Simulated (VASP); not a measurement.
# Sb (I4/mcm) in VASP: a series of runs, part 2 of 2

VASP 6.6.1. The steps go on from the part before.

**3. Single point, PBEsol (strained)**

File INCAR:

```
SYSTEM = Sb
ALGO = Normal ; EDIFF = 1E-6
ENCUT = 520 ; GGA = PS
ISIF = 2 ; ISMEAR = 0
LASPH = .TRUE. ; LCHARG = .FALSE.
LREAL = .FALSE. ; LWAVE = .FALSE.
NBANDS = 18 ; NELM = 100
PREC = Accurate ; SIGMA = 0.1
```

File KPOINTS:

```
k-points
0
G
  12 12 12
  0 0 0
```

File POSCAR:

```
Sb
1.0
   -3.9444535183      3.9444535183      2.0128679216
    3.9444535183     -3.9444535183      2.0128679216
    3.9444535183      3.9444535183     -2.0128679216
Sb
4
Direct
    0.3355774193      0.1644225807      0.5000000000
    0.8355774193      0.3355774193      0.1711548386
    0.6644225807      0.8355774193      0.5000000000
    0.1644225807      0.6644225807      0.8288451614
```

Potentials or basis: VASP PAW PBE potentials, release 64 (Sb).

The run is started by

```bash
$ cat potpaw_PBE.64/Sb/POTCAR > POTCAR
$ mpirun -np 1 vasp_std > vasp.out
```

OUTCAR:

```text
SYSTEM = Sb
   EDIFF = 1E-6
   ENCUT = 520
   GGA = PS
   ISIF = 2
   ISMEAR = 0
   LASPH = .TRUE.
   LREAL = .FALSE.
   NELM = 100
   PREC = Accurate

 ion  position               nearest neighbor table
   1  0.336  0.164  0.500-   3 2.77   3 2.77   4 3.28   2 3.28   2 3.28   4 3.28   3 3.67
   2  0.836  0.336  0.171-   4 2.77   4 2.77   3 3.28   1 3.28   1 3.28   3 3.28   4 3.67
   3  0.664  0.836  0.500-   1 2.77   1 2.77   4 3.28   2 3.28   4 3.28   2 3.28   1 3.67
   4  0.164  0.664  0.829-   2 2.77   2 2.77   1 3.28   3 3.28   1 3.28   3 3.28   2 3.67

  LATTYP: Found a body centered tetragonal cell.
 ALAT       =     7.8889070366
 C/A-ratio  =     0.5103033696

  Lattice vectors:

 A1 = (  -3.9444535183,   3.9444535183,   2.0128679216)
 A2 = (   3.9444535183,  -3.9444535183,   2.0128679216)
 A3 = (   3.9444535183,   3.9444535183,  -2.0128679216)

Analysis of symmetry for initial positions (statically):
=====================================================================
 Subroutine PRICEL returns:
 Original cell was already a primitive cell.

 Routine SETGRP: Setting up the symmetry group for a
 body centered tetragonal supercell.

 Subroutine GETGRP returns: Found 16 space group operations
 (whereof  8 operations were pure point group operations)
 out of a pool of 16 trial point group operations.

The static configuration has the point symmetry C_4h.
 The point group associated with its full space group is D_4h.

Analysis of symmetry for dynamics (positions and initial velocities):
=====================================================================
 Subroutine PRICEL returns:
 Original cell was already a primitive cell.

 Routine SETGRP: Setting up the symmetry group for a
 body centered tetragonal supercell.

 Subroutine GETGRP returns: Found 16 space group operations
 (whereof  8 operations were pure point group operations)
 out of a pool of 16 trial point group operations.

The dynamic configuration has the point symmetry C_4h.
 The point group associated with its full space group is D_4h.

 Subroutine INISYM returns: Found 16 space group operations
 (whereof  8 operations are pure point group operations),
 and found     1 'primitive' translations

----------------------------------------------------------------------------------------

                                     Primitive cell

  volume of cell :     125.2705

  direct lattice vectors                    reciprocal lattice vectors
    -3.944453518  3.944453518  2.012867922     0.000000000  0.126760272  0.248401793
     3.944453518 -3.944453518  2.012867922     0.126760272  0.000000000  0.248401793
     3.944453518  3.944453518 -2.012867922     0.126760272  0.126760272  0.000000000

  length of vectors
     5.930351118  5.930351118  5.930351118     0.278875630  0.278875630  0.179266096

  position of ions in fractional coordinates (direct lattice)
     0.335577419  0.164422581  0.500000000
     0.835577419  0.335577419  0.171154839
     0.664422581  0.835577419  0.500000000
     0.164422581  0.664422581  0.828845161

  ion indices of the primitive-cell ions
   primitive index   ion index
                 1           1
                 2           2
                 3           3
                 4           4

[... 27 lines left out ...]
            Coordinates               Weight
  0.000000  0.000000  0.000000      1.000000
  0.083333 -0.000000  0.000000      8.000000
  0.166667 -0.000000  0.000000      8.000000
  0.250000 -0.000000  0.000000      8.000000
  0.333333 -0.000000  0.000000      8.000000
  0.416667 -0.000000  0.000000      8.000000
[... 16 lines left out ...]
  0.500000  0.166667  0.000000     16.000000
 -0.416667  0.166667 -0.000000     16.000000
 [... further k-points ...]
   k-points           NKPTS =    163   k-points in BZ     NKDIM =    163   number of bands    NBANDS=     18
   number of dos      NEDOS =    301   number of ions     NIONS =      4
   total plane-waves  NPLWV = 110592
   dimension x,y,z NGX =    48 NGY =   48 NGZ =   48
   dimension x,y,z NGXF=    96 NGYF=   96 NGZF=   96
   ions per type =               4
   NGX,Y,Z   is equivalent  to a cutoff of  13.46, 13.46, 13.46 a.u.
   NGXF,Y,Z  is equivalent  to a cutoff of  26.91, 26.91, 26.91 a.u.
 SYSTEM =  Sb
   PREC   = accura    normal or accurate (medium, high low for compatibility)
   ISTART =      0    job   : 0-new  1-cont  2-samecut
   ICHARG =      2    charge: 1-file 2-atom 10-const
   ISPIN  =      1    spin polarized calculation?
   LNONCOLLINEAR =      F non collinear calculations
   LSORBIT =      F    spin-orbit coupling
   LASPH  =      T    aspherical Exc in radial PAW
   ENCUT  =  520.0 eV  38.22 Ry    6.18 a.u.  11.03 11.03 11.03*2*pi/ulx,y,z
   NELM   =    100;   NELMIN=  2; NELMDL= -5     # of ELM steps
   EDIFF  = 0.1E-05   stopping-criterion for ELM
   LREAL  =      F    real-space projection
   EDIFFG = 0.1E-04   stopping-criterion for IOM
   NSW    =      0    number of steps for IOM
   IBRION =     -1    ionic relax: 0-MD 1-quasi-New 2-CG
   NFREE  =      0    steps in history (QN), initial steepest desc. (CG)
   ISIF   =      2    stress and relaxation
   ISYM   =      2    0-nonsym 1-usesym 2-fastsym
   POTIM  = 0.5000    time-step for ionic-motion
   TEBEG  =    0.0;   TEEND  =   0.0 temperature during run
   PSTRESS=    0.0 pullay stress
   NELECT =      20.0000    total number of electrons
   NUPDOWN=      -1.0000    fix difference up-down
   EMIN   =  10.00;   EMAX   =-10.00  energy-range for DOS
   EFERMI =   0.00;   METHOD = LEGACY
   ISMEAR =     0;   SIGMA  =   0.10  broadening in eV -4-tet -1-fermi 0-gaus
   EFERMI_NEDOS =   21; number of points for ismear=-14 and -15
   IALGO  =     38    algorithm
   IMIX   =      4    mixing-type and parameters
     AMIX     =   0.40;   BMIX     =  1.00
     AMIX_MAG =   1.60;   BMIX_MAG =  1.00
  volume/ion in A,a.u.               =      31.32       211.34
  Fermi-wavevector in a.u.,A,eV,Ry     =   0.888114  1.678291 10.731537  0.788746
  Thomas-Fermi vector in A             =   2.009501
   LORBIT       =      0    0 simple, 1 ext, 2 COOP (PROOUT), +10 PAW based schemes
   GGA     = PS    functional components
   LHFCALC =     F    Hartree Fock is set to
   AEXX    =    0.0000 exact exchange contribution
   IVDW    =     0    specifies the selected vdW correction
   LEPSILON=     F    determine dielectric tensor
   LRPA    =     F    only Hartree local field effects (RPA)
 non-spin polarized calculation
 Gauss-broadening in eV      SIGMA  =   0.10
  energy-cutoff  :      520.00
  volume of cell :      125.27
 maximum number of plane-waves:      3412
 NGX is ok and might be reduce to    48
   NGX = 21   NGY = 21   NGZ = 21

 number of electron      20.0000000 magnetization

 Free energy of the ion-electron system (eV)
  ---------------------------------------------------
  ext. energy  EPLUGINS =         0.00000000
  ---------------------------------------------------
  free energy    TOTEN  =       -16.85924714 eV

  energy without entropy =      -16.84842542  energy(sigma->0) =      -16.85383628

 E-fermi :   6.3991     XC(G=0):  -9.3718

 val. band max:        6.3988729319   @ k =  -0.2500  -0.3333   0.2500
 cond. band min:       6.4020317300   @ k =  -0.2500   0.2500   0.0833
 fundamental gap:      0.0031587981
 Fermi energy:         6.3990804890

 k-point     1 :       0.0000    0.0000    0.0000
  band No.  band energies     occupation
      1      -6.2828      2.00000
      2      -3.7758      2.00000
      3      -0.9530      2.00000
      4      -0.9530      2.00000
      5       2.0466      2.00000
      6       4.7717      2.00000
[... 481 lines left out ...]
      5       1.8037      2.00000
      6       2.4948      2.00000
[... 10 lines left out ...]
     17      11.9187      0.00000
     18      12.7064      0.00000

 [... further k-points ...]

------------------------ aborting loop because EDIFF is reached ----------------------------------------

  FORCE on cell =-STRESS in cart. coord.  units (eV):
  Direction    XX          YY          ZZ          XY          YZ          ZX
  --------------------------------------------------------------------------------------
  -------------------------------------------------------------------------------------
  Total        2.2099986      2.2099986      2.9956415      0.0000000      0.0000000     -0.0000000
  in kB       28.2653012     28.2653012     38.3134678      0.0000000      0.0000000     -0.0000000
  external PRESSURE =      31.6146901 kB  Pullay stress =       0.0000000 kB

 VOLUME and BASIS-vectors are now :
 -----------------------------------------------------------------------------
  energy-cutoff  :      520.00
  volume of cell :      125.27
      direct lattice vectors                 reciprocal lattice vectors
    -3.944453518  3.944453518  2.012867922     0.000000000  0.126760272  0.248401793
     3.944453518 -3.944453518  2.012867922     0.126760272  0.000000000  0.248401793
     3.944453518  3.944453518 -2.012867922     0.126760272  0.126760272  0.000000000

 POSITION                                       TOTAL-FORCE (eV/Angst)
 -----------------------------------------------------------------------------------
      1.29711      2.64734      0.00000        -0.812220      0.812220      0.000000
     -1.29711      2.64734      2.01287         0.812220      0.812220     -0.000000
      2.64734      1.29711      2.01287         0.812220     -0.812220      0.000000
      5.24157      1.29711     -0.00000        -0.812220     -0.812220      0.000000
 -----------------------------------------------------------------------------------
    total drift:                                0.000000     -0.000000     -0.000000

  FREE ENERGIE OF THE ION-ELECTRON SYSTEM (eV)
  ---------------------------------------------------
  free  energy   TOTEN  =       -16.8592471409 eV

  energy  without entropy=      -16.8484254168  energy(sigma->0) =      -16.85383628
```

stdout:

```text
POSCAR found type information on POSCAR Sb
 POSCAR found :  1 types and       4 ions
 scaLAPACK will be used
 -----------------------------------------------------------------------------
|                                                                             |
|                                                                             |
|     You enforced a specific xc type in the INCAR file but a different       |
|     I HOPE YOU KNOW WHAT YOU ARE DOING!                                     |
|                                                                             |
 -----------------------------------------------------------------------------

 LDA part: xc-table for (Slater+PW92), standard interpolation
 POSCAR, INCAR and KPOINTS ok, starting setup
 FFT: planning ... GRIDC
 FFT: planning ... GRID_SOFT
 FFT: planning ... GRID
 WAVECAR not read
 entering main loop
```

Wall time 4.6 min (1 thread of Intel Xeon Platinum 8488C (Sapphire Rapids), shared host); peak memory 0.5 GiB.

What came out:

```yaml
Free_energy: -16.8592 eV
Pressure: 3.2 GPa
Largest_force: 1.149 eV/Å
Band_gap_on_the_k_mesh: zero (bands 10 and 11 overlap by 1.74 eV)
```

Forces on the atoms (eV/Å):
```
Sb  -0.812  0.812  0.000
Sb   0.812  0.812  0.000
Sb   0.812 -0.812  0.000
Sb  -0.812 -0.812  0.000
```

Stress tensor (GPa, compression positive):
```
2.83 0.00 0.00
0.00 2.83 0.00
0.00 0.00 3.83
```

Levels at points of the mesh, in eV from the Fermi level:
```
           k point  band 7  band 8  band 9  band 10  band 11  band 12  band 13  band 14
(0.00, 0.00, 0.00)   -1.63   -1.51   -1.51    -0.92     0.13     0.32     2.06     2.06
(0.50, 0.00, 0.00)   -2.11   -2.11   -1.33    -1.33    -0.08    -0.08     2.69     2.69
(0.50, 0.50, 0.00)   -2.26   -1.96   -1.66     0.21     0.26     2.86     3.06     3.08
(0.50, 0.50, 0.50)   -1.03   -1.03   -0.36     0.80     1.07     2.33     2.33     2.77
```

Caveat: the cell differs from its parent crystal (strained); the cell stands under pressure; the PAW data sets were made with another functional, which shifts forces and pressure a little; spin-orbit coupling is left out, which moves the levels of the heavy elements.

**4. Single point, PBEsol (strained)**

File INCAR:

```
SYSTEM = Sb
PREC = Accurate
ENCUT = 520
EDIFF = 1E-6
ISMEAR = 0
SIGMA = 0.1
LREAL = .FALSE.
LASPH = .TRUE.
NELM = 100
ALGO = Normal
ISIF = 2
LWAVE = .FALSE.
LCHARG = .FALSE.
GGA = PS
NBANDS = 18
```

File KPOINTS:

```
Automatic mesh
0
G
  12 12 12
  0 0 0
```

File POSCAR:

```
Sb
1.0
   -4.2721336838      4.2721336838      2.0256487427
    4.2721336838     -4.2721336838      2.0256487427
    4.2721336838      4.2721336838     -2.0256487427
Sb
4
Direct
    0.3461050359      0.1538949641      0.5000000000
    0.8461050359      0.3461050359      0.1922100717
    0.6538949641      0.8461050359      0.5000000000
    0.1538949641      0.6538949641      0.8077899283
```

The run is started by

```bash
$ cat potpaw_PBE.64/Sb/POTCAR > POTCAR
$ mpirun -np 1 vasp_std > vasp.out
```

Wall time 4.3 min (1 thread of Intel Xeon Platinum 8488C (Sapphire Rapids), shared host); peak memory 0.54 GiB.

It converged, with:

```yaml
Free_energy: -16.8710 eV
Pressure: -4.6 GPa
Largest_force: 0.243 eV/Å
Band_gap_on_the_k_mesh: zero (bands 10 and 11 overlap by 1.53 eV)
```

Forces in eV/Å, atoms in the order of the input:
```
Sb  -0.172  0.172  0.000
Sb   0.172  0.172  0.000
Sb   0.172 -0.172  0.000
Sb  -0.172 -0.172  0.000
```

Stress tensor (GPa, compression positive):
```
-4.76  0.00  0.00
 0.00 -4.76  0.00
 0.00  0.00 -4.34
```

Levels at points of the mesh, in eV from the Fermi level:
| k point | band 7 | band 8 | band 9 | band 10 | band 11 | band 12 | band 13 | band 14 |
| --- | --- | --- | --- | --- | --- | --- | --- | --- |
| (0.00, 0.00, 0.00) | -1.20 | -1.20 | -0.56 | -0.56 | -0.22 | 0.14 | 2.60 | 2.60 |
| (0.50, 0.00, 0.00) | -2.22 | -2.22 | -0.91 | -0.91 | -0.39 | -0.39 | 2.17 | 2.17 |
| (0.50, 0.50, 0.00) | -2.32 | -1.46 | -0.58 | -0.06 | 0.36 | 2.19 | 2.38 | 2.77 |
| (0.50, 0.50, 0.50) | -1.53 | -1.53 | 0.10 | 0.75 | 1.27 | 1.80 | 1.80 | 2.15 |

Caveat: the cell differs from its parent crystal (strained); the cell stands under tension; the PAW data sets were made with another functional, which shifts forces and pressure a little; spin-orbit coupling is left out, which moves the levels of the heavy elements.

**5. Overview**

| task | cell | cutoff (eV) | gap on the mesh (eV) | pressure (GPa) | largest force (eV/Å) |
| --- | --- | --- | --- | --- | --- |
| relaxation of cell and atoms | relaxed from a = 6.049 Å, angles 96.4, 96.4, 140.9°, 4 atoms, atomic positions A | 600 | none | 0.0 | - |
| single point | a = 5.930 Å, angles 96.6, 96.6, 140.3°, 4 atoms, atomic positions B | 520 | none | 3.2 | 1.15 |
| single point | a = 6.372 Å, angles 95.8, 95.8, 142.9°, 4 atoms, atomic positions C | 520 | none | -4.6 | 0.24 |

Alike in all rows: level PBEsol; potentials or basis VASP PAW PBE potentials, release 64 (Sb); no spin polarisation; k mesh 12 × 12 × 12; smearing gaussian 0.1 eV.

Caveats: the PAW data sets were made with another functional, which shifts forces and pressure a little; spin-orbit coupling is left out, which moves the levels of the heavy elements; the cell stands under pressure (at least some runs); the cell stands under tension (at least some runs).

Absolute energies hang on the potentials; compare differences alone.
